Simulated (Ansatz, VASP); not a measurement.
**One calculation of InPd, two programs**

Contents of INCAR:

```
SYSTEM = InPd
PREC     = Accurate       ! precision mode
ENCUT    = 520            ! plane-wave cutoff, eV
EDIFF    = 1E-7           ! SCF threshold, eV
ISMEAR   = 0              ! smearing method
SIGMA    = 0.15           ! smearing width, eV
LREAL    = .False.        ! projectors in reciprocal space
LASPH    = .True.         ! aspherical terms in the spheres
NELM     = 100            ! most SCF steps
ALGO     = Fast           ! electronic algorithm
ISIF     = 2              ! what is computed and relaxed
LWAVE    = .False.        ! write WAVECAR
LCHARG   = .True.         ! write CHGCAR
GGA      = PS             ! functional
LELF     = .True.         ! ELF
LVHAR    = .True.       
NBANDS   = 18             ! bands
```

Contents of KPOINTS:

```
regular mesh
0
Gamma
  14 14 14
  0 0 0
```

File POSCAR:

```
InPd
1.0
    3.1329966199      0.0000000000      0.0000000000
    0.0000000000      3.1329966199      0.0000000000
    0.0000000000      0.0000000000      3.4738926252
In Pd
1 1
Direct
   -0.0248370446      0.0000000000      0.0000000000
    0.5267970286      0.5000000000      0.5000000000
```

Input for Ansatz:

```yaml
crystal:
  lattice:
    - [3.1329966199, 0.0, 0.0]
    - [0.0, 3.1329966199, 0.0]
    - [0.0, 0.0, 3.4738926252]
  atoms:
    - { symbol: In, position: [-0.0248370446, 0.0, 0.0] }
    - { symbol: Pd, position: [0.5267970286, 0.5, 0.5] }
basis:
  ecutwfc: 420
kpoints:
  mp_grid: { grid: [14, 14, 14] }
hamiltonian:
  xc: pbesol
scf:
  occupations: { method: gaussian, width: 0.15 }
output:
  forces: true
  stress: true
  eigenvalues: true
```

Change from the starting cell: mode 4 frozen in at -0.087 Å, strain +e along z and -e/2 along x and y +0.0700.

Alike in both runs: task single point; functional PBEsol; k mesh 14 × 14 × 14; occupations gaussian, width 0.15 eV; no spin polarisation.

|  | VASP | Ansatz |
| --- | --- | --- |
| version | VASP 6.6.1 | Ansatz 0.2.0 |
| potentials or method | VASP PAW PBE potentials, release 64 (In_d, Pd), cutoff 520 eV | scalar-relativistic, plane waves, PAW |
| valence electrons in the cell | 23 | 31 |

```tsv
	VASP	Ansatz	Ansatz less VASP
gap on the k mesh at the Fermi level (eV)	none	none	-
pressure (GPa)	2.0	1.9	-0.13
traceless stress, the component that is largest in VASP (GPa)	-1.18	-1.20	-0.017
rms of the force components (eV/Å)	0.369	0.365	-0.0048
```

VASP's potentials were made for PBE, not for PBEsol. Atom by atom the forces differ by 0.005 eV/Å (rms over components). A gap of «none» marks a metal or a gap that the smearing closes. VASP's potentials hold 23 valence electrons a cell and Ansatz's 31, so a difference there can come from the potentials and not from the codes.
